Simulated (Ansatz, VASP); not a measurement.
## GaN: VASP beside Ansatz

The input POSCAR:

```
GaN
1.0
    3.1830984299      0.0000000000      0.0000000000
   -1.5915492150      2.7566441030      0.0000000000
    0.0000000000      0.0000000000      5.1835962425
Ga N
2 2
Direct
    0.3333333333      0.6666666667      1.0039330111
    0.6666666667      0.3333333333      0.4942871981
    0.3333333333      0.6666666667      0.3763309506
    0.6666666667      0.3333333333      0.8754488402
```

File INCAR.step1:

```
PREC = Accurate
ENCUT = 520
ISMEAR = 0
SIGMA = 0.05
LREAL = F
LASPH = T
NELM = 100
NBANDS = 26
GGA = PE
ALGO = Normal
EDIFF = 1E-4
LWAVE = T
LCHARG = F
```

INCAR.step2

```
PREC = Accurate
ENCUT = 520
EDIFF = 1E-7
ISMEAR = 0
SIGMA = 0.05
LREAL = F
LASPH = T
NELM = 100
ALGO = Normal
ISIF = 2
LWAVE = F
LCHARG = F
METAGGA = R2SCAN
LMIXTAU = T
NBANDS = 26
ISTART = 1
```

The input KPOINTS:

```
regular mesh
0
Gamma
  12 12 6
```

Input for Ansatz:

```yaml
crystal:
  lattice:
    - [3.1830984299, 0.0, 0.0]
    - [-1.591549215, 2.756644103, 0.0]
    - [0.0, 0.0, 5.1835962425]
  atoms:
    - { symbol: Ga, position: [0.3333333333, 0.6666666667, 1.0039330111] }
    - { symbol: Ga, position: [0.6666666667, 0.3333333333, 0.4942871981] }
    - { symbol: "N", position: [0.3333333333, 0.6666666667, 0.3763309506] }
    - { symbol: "N", position: [0.6666666667, 0.3333333333, 0.8754488402] }
basis:
  ecutwfc: 500
kpoints:
  mp_grid: { grid: [12, 12, 6] }
hamiltonian:
  xc: r2scan
scf:
  occupations: { method: gaussian, width: 0.05 }
output:
  forces: true
  stress: true
  eigenvalues: true
```

Change from the starting cell: mode 6 (335.5 1/cm) frozen in, largest displacement +0.025 Å.

Alike in both runs: task single point; functional r2SCAN; k mesh 12 × 12 × 6; occupations gaussian, width 0.05 eV; no spin polarisation.

```csv
,VASP,Ansatz
version,VASP 6.6.1,Ansatz 0.2.0
potentials or method,"VASP PAW PBE potentials, release 64 (Ga_d, N), cutoff 520 eV","scalar-relativistic, plane waves, PAW"
valence electrons in the cell,36,36
```

|  | VASP | Ansatz | Ansatz less VASP |
| --- | --- | --- | --- |
| gap on the k mesh at the Fermi level (eV) | 2.31 | 2.32 | +0.008 |
| least direct gap on the mesh (eV) | 2.31 | 2.32 | +0.008 |
| pressure (GPa) | 1.3 | 0.1 | -1.17 |
| rms of the force components (eV/Å) | 0.292 | 0.295 | +0.0033 |

VASP's potentials were made for PBE, not for r2SCAN. Atom by atom the forces differ by 0.004 eV/Å (rms over components). With one functional, cell and mesh, what is left measures potentials, basis and numerics.
